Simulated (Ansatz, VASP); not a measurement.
# ZnO: VASP beside Ansatz

The input POSCAR:

```
ZnO
1.0
    3.2359554851      0.0000000000      0.0000000000
   -1.6179777426      2.8024196556      0.0000000000
    0.0000000000      0.0000000000      5.2090602275
Zn O
2 2
Direct
    0.3333333333      0.6666666667      0.0010763040
    0.6666666667      0.3333333333      0.5010763040
    0.3333333333      0.6666666667      0.3810236960
    0.6666666667      0.3333333333      0.8810236960
```

The input INCAR.step1:

```
SYSTEM = ZnO
  PREC = Accurate
  ENCUT = 520
  ISMEAR = 0
  SIGMA = 0.05
  LREAL = .False.
  LASPH = .True.
  NELM = 80
  NBANDS = 26
  GGA = PE
  ALGO = Normal
  EDIFF = 1E-4
  LWAVE = .True.
  LCHARG = .False.
```

The input INCAR.step2:

```
SYSTEM = ZnO
  PREC = Accurate
  ENCUT = 520
  EDIFF = 1E-7
  ISMEAR = 0
  SIGMA = 0.05
  LREAL = .False.
  LASPH = .True.
  NELM = 80
  ALGO = Normal
  ISIF = 2
  LWAVE = .False.
  LCHARG = .True.
  METAGGA = R2SCAN
  LMIXTAU = .True.
  LELF = .True.
  LVHAR = .True.
  NBANDS = 26
  ISTART = 1
```

KPOINTS

```
regular mesh
0
Gamma
  12 12 6
  0 0 0
```

Input for Ansatz:

```yaml
crystal:
  lattice:
    - [3.2359554851, 0.0, 0.0]
    - [-1.6179777426, 2.8024196556, 0.0]
    - [0.0, 0.0, 5.2090602275]
  atoms:
    - { symbol: Zn, position: [0.3333333333, 0.6666666667, 0.001076304] }
    - { symbol: Zn, position: [0.6666666667, 0.3333333333, 0.501076304] }
    - { symbol: O, position: [0.3333333333, 0.6666666667, 0.381023696] }
    - { symbol: O, position: [0.6666666667, 0.3333333333, 0.881023696] }
basis:
  ecutwfc: 500
  ecutrho_ratio: 4
kpoints:
  mp_grid: { grid: [12, 12, 6] }
  band_path:
    path:
      - [[0.0, 0.0, 0.0], [0.5, 0.0, 0.0], [0.33333333, 0.33333333, 0.0], [0.0, 0.0, 0.0], [0.0, 0.0, 0.5], [0.5, 0.0, 0.5], [0.33333333, 0.33333333, 0.5], [0.0, 0.0, 0.5]]
      - [[0.5, 0.0, 0.5], [0.5, 0.0, 0.0]]
      - [[0.33333333, 0.33333333, 0.5], [0.33333333, 0.33333333, 0.0]]
    npoints: 14
hamiltonian:
  xc: r2scan
scf:
  occupations: { method: gaussian, width: 0.05 }
  n_extra_bands: 15
output:
  forces: true
  stress: true
  eigenvalues: true
  populations: true
  dos: { projected: true, de: 0.02, nscf_kmesh: { grid: [18, 18, 9] } }
  bader: true
  write_density: true
  write_potential: true
  elf: true
  volumetric_format: npy
```

Alike in both runs: task single point; functional r2SCAN; k mesh 12 × 12 × 6; occupations gaussian, width 0.05 eV; no spin polarisation.

|  | VASP | Ansatz |
| --- | --- | --- |
| version | VASP 6.6.1 | Ansatz 0.2.0 |
| potentials or method | VASP PAW PBE potentials, release 64 (Zn, O), cutoff 520 eV | scalar-relativistic, plane waves, PAW |
| valence electrons in the cell | 36 | 36 |

```tsv
	VASP	Ansatz	Ansatz less VASP
gap on the k mesh at the Fermi level (eV)	1.24	1.24	+0.003
least direct gap on the mesh (eV)	1.24	1.24	+0.003
pressure (GPa)	1.0	0.0	-0.98
traceless stress, the component that is largest in VASP (GPa)	0.06	0.01	-0.053
rms of the force components (eV/Å)	0.004	0.003	-0.0009
```

VASP's potentials were made for PBE, not for r2SCAN. Atom by atom the forces differ by 0.007 eV/Å (rms over components). The functional is the same, so the differences come from potentials, cutoffs and numerics.
